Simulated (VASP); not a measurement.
# BeZn3Te4 in VASP: a series of runs

BeZn3Te4 is run at these levels: PBE; tasks: single point.

All numbers are computed with VASP 6.6.1; they aren't measurements. Logs are shortened: lines on timing, memory, paths and dates and some standing lists are left out, and cuts for length are marked.

## (1) The cell of the first run

It takes space group P-4m2 (No. 115, tetragonal). Conventional cell: a = 4.270 Å, b = 4.270 Å, c = 12.162 Å, α = 90.00°, β = 90.00°, γ = 90.00°. Be (site symmetry -4m2) has 4 Te at 2.51 Å within 3.3 Å. Zn (site symmetry 2mm) has 4 Te at 2.66 Å within 3.5 Å. Zn (site symmetry -4m2) has 4 Te at 2.66 Å within 3.5 Å. Te (site symmetry 2mm) has 2 Be at 2.51 Å and 2 Zn at 2.66 Å within 3.3 Å. Within 3.5 Å of Te (site symmetry 2mm) lie 4 Zn at 2.66 Å.

## (2) Single point, PBE

INCAR

```
SYSTEM = BeZn3Te4
PREC = Accurate ; ENCUT = 520
EDIFF = 1E-6 ; ISMEAR = 0
SIGMA = 0.1 ; LREAL = .FALSE.
LASPH = .TRUE. ; NELM = 100
ALGO = Normal ; ISIF = 2
LWAVE = .FALSE. ; LCHARG = .FALSE.
GGA = PE ; NBANDS = 41
```

KPOINTS

```
Automatic mesh
0
G
  4 4 1
  0 0 0
```

POSCAR

```
BeZn3Te4
1.0
    4.2697298000      0.0000000000      0.0000000000
    0.0000000000      4.2697298000      0.0000000000
    0.0000000000      0.0000000000     12.1619625000
Be Zn Te
1 3 4
Direct
    0.5000000000      0.5000000000      0.5000000000
    0.0000000000      0.0000000000      0.7401570000
    0.0000000000      0.0000000000      0.2598430000
    0.5000000000      0.5000000000      0.0000000000
    0.5000000000      0.0000000000      0.6091440000
    0.0000000000      0.5000000000      0.3908560000
    0.5000000000      0.0000000000      0.1299920000
    0.0000000000      0.5000000000      0.8700080000
```

Potentials or basis: VASP PAW PBE potentials, release 64 (Be, Zn, Te).

The run is started by

```sh
cat potpaw_PBE.64/Be/POTCAR potpaw_PBE.64/Zn/POTCAR potpaw_PBE.64/Te/POTCAR > POTCAR
mpirun -np 1 vasp_std > vasp.out
```

OUTCAR:

```text
SYSTEM = BeZn3Te4
   PREC = Accurate
   ENCUT = 520
   EDIFF = 1E-6
   ISMEAR = 0
   LREAL = .FALSE.
   LASPH = .TRUE.
   NELM = 100
   ISIF = 2
   GGA = PE

 ion  position               nearest neighbor table
   1  0.500  0.500  0.500-   5 2.51   6 2.51   5 2.51   6 2.51
   2  0.000  0.000  0.740-   8 2.66   8 2.66   5 2.66   5 2.66
   3  0.000  0.000  0.260-   7 2.66   7 2.66   6 2.66   6 2.66
   4  0.500  0.500  0.000-   7 2.66   8 2.66   7 2.66   8 2.66
   5  0.500  0.000  0.609-   1 2.51   1 2.51   2 2.66   2 2.66
   6  0.000  0.500  0.391-   1 2.51   1 2.51   3 2.66   3 2.66
   7  0.500  0.000  0.130-   3 2.66   3 2.66   4 2.66   4 2.66
   8  0.000  0.500  0.870-   2 2.66   2 2.66   4 2.66   4 2.66

  LATTYP: Found a simple tetragonal cell.
 ALAT       =     4.2697298000
 C/A-ratio  =     2.8484150215

  Lattice vectors:

 A1 = (   4.2697298000,   0.0000000000,   0.0000000000)
 A2 = (   0.0000000000,   4.2697298000,   0.0000000000)
 A3 = (   0.0000000000,   0.0000000000,  12.1619625000)

Analysis of symmetry for initial positions (statically):
=====================================================================
 Subroutine PRICEL returns:
 Original cell was already a primitive cell.

 Routine SETGRP: Setting up the symmetry group for a
 simple tetragonal supercell.

 Subroutine GETGRP returns: Found  8 space group operations
 (whereof  8 operations were pure point group operations)
 out of a pool of 16 trial point group operations.

The static configuration has the point symmetry D_2d.

Analysis of symmetry for dynamics (positions and initial velocities):
=====================================================================
 Subroutine PRICEL returns:
 Original cell was already a primitive cell.

 Routine SETGRP: Setting up the symmetry group for a
 simple tetragonal supercell.

 Subroutine GETGRP returns: Found  8 space group operations
 (whereof  8 operations were pure point group operations)
 out of a pool of 16 trial point group operations.

The dynamic configuration has the point symmetry D_2d.

 Subroutine INISYM returns: Found  8 space group operations
 (whereof  8 operations are pure point group operations),
 and found     1 'primitive' translations

----------------------------------------------------------------------------------------

                                     Primitive cell

  volume of cell :     221.7198

  direct lattice vectors                    reciprocal lattice vectors
     4.269729800  0.000000000  0.000000000     0.234206858  0.000000000  0.000000000
     0.000000000  4.269729800  0.000000000     0.000000000  0.234206858  0.000000000
     0.000000000  0.000000000 12.161962500     0.000000000  0.000000000  0.082223572

  length of vectors
     4.269729800  4.269729800 12.161962500     0.234206858  0.234206858  0.082223572

  position of ions in fractional coordinates (direct lattice)
     0.500000000  0.500000000  0.500000000
     0.000000000  0.000000000  0.740157000
     0.000000000  0.000000000  0.259843000
     0.500000000  0.500000000  0.000000000
     0.500000000  0.000000000  0.609144000
     0.000000000  0.500000000  0.390856000
     0.500000000  0.000000000  0.129992000
     0.000000000  0.500000000  0.870008000

  ion indices of the primitive-cell ions
   primitive index   ion index
                 1           1
                 2           2
                 3           3
                 4           4
                 5           5
                 6           6
                 7           7
                 8           8

----------------------------------------------------------------------------------------

 KPOINTS: Automatic mesh

Automatic generation of k-mesh.
 Grid dimensions read from file:
 generate k-points for:    4    4    1

 Generating k-lattice:

  Cartesian coordinates                     Fractional coordinates (reciprocal lattice)
     0.058551714  0.000000000  0.000000000     0.250000000  0.000000000  0.000000000
     0.000000000  0.058551714  0.000000000     0.000000000  0.250000000  0.000000000
     0.000000000  0.000000000  0.082223572     0.000000000  0.000000000  1.000000000

  Length of vectors
     0.058551714  0.058551714  0.082223572

  Shift w.r.t. Gamma in fractional coordinates (k-lattice)
     0.000000000  0.000000000  0.000000000

 Subroutine IBZKPT returns following result:
 ===========================================

 Found      6 irreducible k-points:

 Following reciprocal coordinates:
            Coordinates               Weight
  0.000000  0.000000  0.000000      1.000000
  0.250000  0.000000  0.000000      4.000000
  0.500000  0.000000  0.000000      2.000000
  0.250000  0.250000  0.000000      4.000000
  0.500000  0.250000  0.000000      4.000000
  0.500000  0.500000  0.000000      1.000000
   k-points           NKPTS =      6   k-points in BZ     NKDIM =      6   number of bands    NBANDS=     41
   number of dos      NEDOS =    301   number of ions     NIONS =      8
   total plane-waves  NPLWV =  92160
   dimension x,y,z NGX =    32 NGY =   32 NGZ =   90
   dimension x,y,z NGXF=    64 NGYF=   64 NGZF=  180
   ions per type =               1   3   4
   NGX,Y,Z   is equivalent  to a cutoff of  12.46, 12.46, 12.30 a.u.
   NGXF,Y,Z  is equivalent  to a cutoff of  24.92, 24.92, 24.60 a.u.
 SYSTEM =  BeZn3Te4
   PREC   = accura    normal or accurate (medium, high low for compatibility)
   ISTART =      0    job   : 0-new  1-cont  2-samecut
   ICHARG =      2    charge: 1-file 2-atom 10-const
   ISPIN  =      1    spin polarized calculation?
   LNONCOLLINEAR =      F non collinear calculations
   LSORBIT =      F    spin-orbit coupling
   LASPH  =      T    aspherical Exc in radial PAW
   ENCUT  =  520.0 eV  38.22 Ry    6.18 a.u.   7.94  7.94 22.61*2*pi/ulx,y,z
   NELM   =    100;   NELMIN=  2; NELMDL= -5     # of ELM steps
   EDIFF  = 0.1E-05   stopping-criterion for ELM
   LREAL  =      F    real-space projection
   EDIFFG = 0.1E-04   stopping-criterion for IOM
   NSW    =      0    number of steps for IOM
   IBRION =     -1    ionic relax: 0-MD 1-quasi-New 2-CG
   NFREE  =      0    steps in history (QN), initial steepest desc. (CG)
   ISIF   =      2    stress and relaxation
   ISYM   =      2    0-nonsym 1-usesym 2-fastsym
   POTIM  = 0.5000    time-step for ionic-motion
   TEBEG  =    0.0;   TEEND  =   0.0 temperature during run
   PSTRESS=    0.0 pullay stress
   NELECT =      62.0000    total number of electrons
   NUPDOWN=      -1.0000    fix difference up-down
   EMIN   =  10.00;   EMAX   =-10.00  energy-range for DOS
   EFERMI =   0.00;   METHOD = LEGACY
   ISMEAR =     0;   SIGMA  =   0.10  broadening in eV -4-tet -1-fermi 0-gaus
   EFERMI_NEDOS =   21; number of points for ismear=-14 and -15
   IALGO  =     38    algorithm
   IMIX   =      4    mixing-type and parameters
     AMIX     =   0.40;   BMIX     =  1.00
     AMIX_MAG =   1.60;   BMIX_MAG =  1.00
  volume/ion in A,a.u.               =      27.71       187.03
  Fermi-wavevector in a.u.,A,eV,Ry     =   1.070542  2.023032 15.593110  1.146061
  Thomas-Fermi vector in A             =   2.206256
   LORBIT       =      0    0 simple, 1 ext, 2 COOP (PROOUT), +10 PAW based schemes
   GGA     = PE    functional components
   LHFCALC =     F    Hartree Fock is set to
   AEXX    =    0.0000 exact exchange contribution
   IVDW    =     0    specifies the selected vdW correction
   LEPSILON=     F    determine dielectric tensor
   LRPA    =     F    only Hartree local field effects (RPA)
 non-spin polarized calculation
 Gauss-broadening in eV      SIGMA  =   0.10
  energy-cutoff  :      520.00
  volume of cell :      221.72
 maximum number of plane-waves:      6040
 NGX is ok and might be reduce to    32
   NGX = 15   NGY = 15   NGZ = 45

 number of electron      62.0000085 magnetization

 Free energy of the ion-electron system (eV)
  ---------------------------------------------------
  ext. energy  EPLUGINS =         0.00000000
  ---------------------------------------------------
  free energy    TOTEN  =       -22.92313612 eV

  energy without entropy =      -22.92313612  energy(sigma->0) =      -22.92313612

 E-fermi :   3.8121     XC(G=0):  -8.8406

 val. band max:        3.3574753953   @ k =   0.0000   0.0000   0.0000
 cond. band min:       4.8650865005   @ k =   0.0000   0.0000   0.0000
 fundamental gap:      1.5076111052
 Fermi energy:         3.8120535262

 k-point     1 :       0.0000    0.0000    0.0000
  band No.  band energies     occupation
      1      -8.4012      2.00000
      2      -7.9066      2.00000
      3      -7.7800      2.00000
      4      -7.1217      2.00000
      5      -3.5083      2.00000
      6      -3.4887      2.00000
[... 33 lines left out ...]
     40       7.5311      0.00000
     41       7.6473      0.00000

 k-point     2 :       0.2500    0.0000    0.0000
  band No.  band energies     occupation
      1      -8.1173      2.00000
      2      -7.7211      2.00000
      3      -7.6208      2.00000
      4      -7.1529      2.00000
      5      -3.4823      2.00000
      6      -3.4744      2.00000
[... 33 lines left out ...]
     40       8.2871      0.00000
     41       8.7253      0.00000

 k-point     3 :       0.5000    0.0000    0.0000
  band No.  band energies     occupation
      1      -7.5145      2.00000
      2      -7.4999      2.00000
      3      -7.4781      2.00000
      4      -7.4719      2.00000
      5      -3.4611      2.00000
      6      -3.4609      2.00000
[... 33 lines left out ...]
     40       8.7002      0.00000
     41       8.9566      0.00000

 k-point     4 :       0.2500    0.2500    0.0000
  band No.  band energies     occupation
      1      -7.8574      2.00000
      2      -7.5450      2.00000
      3      -7.4661      2.00000
      4      -7.1263      2.00000
      5      -3.4710      2.00000
      6      -3.4571      2.00000
[... 33 lines left out ...]
     40       8.8332      0.00000
     41       9.1485      0.00000

 k-point     5 :       0.5000    0.2500    0.0000
  band No.  band energies     occupation
      1      -7.3442      2.00000
      2      -7.3373      2.00000
      3      -7.3203      2.00000
      4      -7.3168      2.00000
      5      -3.4443      2.00000
      6      -3.4435      2.00000
[... 33 lines left out ...]
     40       8.8577      0.00000
     41       9.6173      0.00000

 k-point     6 :       0.5000    0.5000    0.0000
  band No.  band energies     occupation
      1      -7.1563      2.00000
      2      -7.1563      2.00000
      3      -7.1427      2.00000
      4      -7.1427      2.00000
      5      -3.4331      2.00000
      6      -3.4279      2.00000
[... 33 lines left out ...]
     40       8.9017      0.00000
     41       8.9017      0.00000

------------------------ aborting loop because EDIFF is reached ----------------------------------------

  FORCE on cell =-STRESS in cart. coord.  units (eV):
  Direction    XX          YY          ZZ          XY          YZ          ZX
  --------------------------------------------------------------------------------------
  -------------------------------------------------------------------------------------
  Total        0.4603428      0.4603428     -0.1273825      0.0000000      0.0000000      0.0000000
  in kB        3.3265000      3.3265000     -0.9204832      0.0000000      0.0000000      0.0000000
  external PRESSURE =       1.9108389 kB  Pullay stress =       0.0000000 kB

 VOLUME and BASIS-vectors are now :
 -----------------------------------------------------------------------------
  energy-cutoff  :      520.00
  volume of cell :      221.72
      direct lattice vectors                 reciprocal lattice vectors
     4.269729800  0.000000000  0.000000000     0.234206858  0.000000000  0.000000000
     0.000000000  4.269729800  0.000000000     0.000000000  0.234206858  0.000000000
     0.000000000  0.000000000 12.161962500     0.000000000  0.000000000  0.082223572

 POSITION                                       TOTAL-FORCE (eV/Angst)
 -----------------------------------------------------------------------------------
      2.13486      2.13486      6.08098         0.000000     -0.000000      0.000000
      0.00000      0.00000      9.00176         0.000000     -0.000000     -0.003627
      0.00000      0.00000      3.16020         0.000000     -0.000000      0.003627
      2.13486      2.13486      0.00000        -0.000000      0.000000      0.000000
      2.13486      0.00000      7.40839         0.000000     -0.000000     -0.024871
      0.00000      2.13486      4.75358         0.000000     -0.000000      0.024871
      2.13486      0.00000      1.58096         0.000000     -0.000000      0.002441
      0.00000      2.13486     10.58100         0.000000     -0.000000     -0.002441
 -----------------------------------------------------------------------------------
    total drift:                                0.000000     -0.000000      0.000000

  FREE ENERGIE OF THE ION-ELECTRON SYSTEM (eV)
  ---------------------------------------------------
  free  energy   TOTEN  =       -22.9231361244 eV

  energy  without entropy=      -22.9231361244  energy(sigma->0) =      -22.92313612
```

It took 35 s on 1 thread of Intel Xeon 6975P-C (Granite Rapids), shared host; peak memory 0.3 GiB.

Results:

- Free energy: -22.9231 eV
- Pressure: 0.2 GPa
- Largest force: 0.025 eV/Å
- Band gap on the k mesh: 1.51 eV

Forces on the atoms (eV/Å):
```
Be   0.000  0.000  0.000
Zn   0.000  0.000 -0.004
Zn   0.000  0.000  0.004
Zn   0.000  0.000  0.000
Te   0.000  0.000 -0.025
Te   0.000  0.000  0.025
Te   0.000  0.000  0.002
Te   0.000  0.000 -0.002
```

Stress tensor (GPa, compression positive):
```
 0.33  0.00  0.00
 0.00  0.33  0.00
 0.00  0.00 -0.09
```

Caveat: the k points lie up to 0.52 Å⁻¹ apart; spin-orbit coupling is left out, which moves the levels of the heavy elements; an odd mesh through Γ misses points on the zone boundary, where band edges can lie.

## (3) Single point, PBE

INCAR

```
  PREC = Accurate
  ENCUT = 520
  EDIFF = 1E-6
  ISMEAR = 0
  SIGMA = 0.1
  LREAL = F
  LASPH = T
  NELM = 80
  ALGO = Normal
  ISIF = 2
  LWAVE = F
  LCHARG = T
  GGA = PE
  LELF = T
  LVHAR = T
  NBANDS = 41
```

KPOINTS

```
regular mesh
0
Gamma
  4 4 1
```

POSCAR

```
BeZn3Te4
1.0
    4.2861619354      0.0007433375      0.0001836632
    0.0007358250      4.2842905242     -0.0002295312
    0.0000847566     -0.0014319527     12.0853271916
Be Zn Te
1 3 4
Direct
    0.4999133131      0.5001074222      0.4999882576
   -0.0001999167      0.0002651421      0.7398817801
    0.0001917659      0.0000565674      0.2600786466
    0.5001306014      0.4994777942     -0.0000226157
    0.4998496422      0.0001297260      0.6089124982
   -0.0000707398      0.5000824364      0.3911094153
    0.5001015676     -0.0003211899      0.1301330452
    0.0000837661      0.5002021016      0.8699189727
```

Potentials or basis: VASP PAW PBE potentials, release 64 (Be, Zn, Te).

The run is started by

```sh
cat potpaw_PBE.64/Be/POTCAR potpaw_PBE.64/Zn/POTCAR potpaw_PBE.64/Te/POTCAR > POTCAR
mpirun -np 1 vasp_std > vasp.out
```

It took 50 s on 1 thread of Intel Xeon 6975P-C (Granite Rapids), shared host; peak memory 0.32 GiB.

Results (log left out):

```
Free energy            : -22.9258 eV
Pressure               : 0.1 GPa
Largest force          : 0.014 eV/Å
Band gap on the k mesh : 1.51 eV
```

Forces on the atoms (eV/Å):
```
Be   0.000  0.000  0.000
Zn   0.001 -0.001  0.004
Zn  -0.002 -0.001 -0.004
Zn  -0.001  0.003  0.001
Te   0.000  0.000 -0.013
Te   0.001  0.000  0.014
Te   0.001  0.000  0.001
Te   0.000  0.000 -0.003
```

Stress tensor (GPa, compression positive):
```
 0.15 -0.01  0.00
-0.01  0.18  0.00
 0.00  0.00  0.09
```

Levels at points of the mesh, in eV from the valence-band top:
```csv
k point,band 28,band 29,band 30,band 31,band 32,band 33,band 34,band 35
"(0.00, 0.00, 0.00)",-1.15,-0.09,0.00,0.00,1.51,2.04,2.33,2.77
"(0.50, 0.00, 0.00)",-0.88,-0.87,-0.76,-0.75,1.78,2.05,3.03,3.42
"(0.00, 0.50, 0.00)",-0.89,-0.88,-0.76,-0.75,1.77,2.05,3.03,3.42
"(0.50, 0.50, 0.00)",-2.26,-2.16,-2.16,-2.07,2.03,2.36,2.36,2.55
```

Caveat: the k points lie up to 0.52 Å⁻¹ apart; spin-orbit coupling is left out, which moves the levels of the heavy elements; an odd mesh through Γ misses points on the zone boundary, where band edges can lie.

## (4) Single point, PBE

INCAR

```
PREC = Accurate
ENCUT = 520
EDIFF = 1E-7
ISMEAR = 0
SIGMA = 0.1
LREAL = False
LASPH = True
NELM = 100
ALGO = Normal
ISIF = 2
LWAVE = False
LCHARG = False
GGA = PE
NBANDS = 41
```

KPOINTS

```
regular mesh
0
Gamma
  4 4 2
```

POSCAR

```
BeZn3Te4
1.0
    4.2697298000      0.0000000000      0.0000000000
    0.0000000000      4.2697298000      0.0000000000
    0.0000000000      0.0000000000     12.1619625000
Be Zn Te
1 3 4
Direct
    0.5000000000      0.5000000000      0.5000000000
    0.0000000000      0.0000000000      0.7401570000
    0.0000000000      0.0000000000      0.2598430000
    0.5000000000      0.5000000000      0.0000000000
    0.5000000000      0.0000000000      0.6091440000
    0.0000000000      0.5000000000      0.3908560000
    0.5000000000      0.0000000000      0.1299920000
    0.0000000000      0.5000000000      0.8700080000
```

The run is started by

```sh
cat potpaw_PBE.64/Be/POTCAR potpaw_PBE.64/Zn/POTCAR potpaw_PBE.64/Te/POTCAR > POTCAR
mpirun -np 1 vasp_std > vasp.out
```

Wall time 68 s (1 thread of Intel Xeon 6975P-C (Granite Rapids), shared host); peak memory 0.34 GiB.

Results (log left out):

```
Free energy            : -22.9373 eV
Pressure               : 0.2 GPa
Largest force          : 0.017 eV/Å
Band gap on the k mesh : 1.51 eV
```

Forces on the atoms (eV/Å):
```
Be   0.000  0.000  0.000
Zn   0.000  0.000 -0.001
Zn   0.000  0.000  0.001
Zn   0.000  0.000  0.000
Te   0.000  0.000 -0.017
Te   0.000  0.000  0.017
Te   0.000  0.000  0.000
Te   0.000  0.000  0.000
```

Stress tensor (GPa, compression positive):
```
 0.32  0.00  0.00
 0.00  0.32  0.00
 0.00  0.00 -0.06
```

Levels at points of the mesh, in eV from the valence-band top:
| k point | band 27 | band 28 | band 29 | band 30 | band 31 | band 32 | band 33 | band 34 | band 35 | band 36 |
| --- | --- | --- | --- | --- | --- | --- | --- | --- | --- | --- |
| (0.00, 0.00, 0.00) | -1.14 | -1.14 | -0.12 | 0.00 | 0.00 | 1.51 | 2.06 | 2.37 | 2.80 | 2.88 |
| (0.50, 0.00, 0.00) | -0.97 | -0.93 | -0.85 | -0.74 | -0.73 | 1.76 | 2.05 | 3.06 | 3.44 | 4.68 |
| (0.50, 0.50, 0.00) | -2.65 | -2.30 | -2.19 | -2.19 | -2.11 | 2.00 | 2.33 | 2.33 | 2.51 | 4.44 |
| (0.00, 0.00, 0.50) | -1.22 | -0.57 | -0.57 | -0.37 | -0.37 | 1.98 | 2.31 | 2.57 | 2.92 | 3.03 |
| (0.50, 0.00, 0.50) | -1.67 | -1.59 | -0.84 | -0.74 | -0.74 | 2.60 | 2.64 | 2.74 | 2.76 | 4.61 |
| (0.50, 0.50, 0.50) | -2.53 | -2.51 | -2.40 | -2.34 | -2.34 | 2.79 | 2.93 | 3.10 | 3.11 | 3.11 |

Caveat: spin-orbit coupling is left out, which moves the levels of the heavy elements.

(Continued in part 2 of 2.)
